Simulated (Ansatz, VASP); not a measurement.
One calculation of Al, two programs

```
CELL_PARAMETERS angstrom
0.00000 2.01995 2.01995
2.01995 0.00000 2.01995
2.01995 2.01995 0.00000
ATOMIC_POSITIONS crystal
Al 0.50000 0.50000 0.50000
```

Alike in both runs: functional PBE; k mesh 24 × 24 × 24; occupations gaussian, width 0.1 eV; no spin polarisation.

Ansatz relaxed the structure, and its values are those at the end. VASP's run is a single point on that final structure, the one shown.

```csv
,VASP,Ansatz
version,VASP 6.6.1,Ansatz 0.2.0
potentials or method,"VASP PAW PBE potentials, release 64 (Al), cutoff 500 eV","scalar-relativistic, plane waves, PAW"
valence electrons in the cell,3,3
```

```tsv
	VASP	Ansatz	Ansatz less VASP
gap on the k mesh at the Fermi level (eV)	none	none	-
pressure (GPa)	0.0	0.0	+0.04
```

A gap of «none» marks a metal or a gap that the smearing closes.
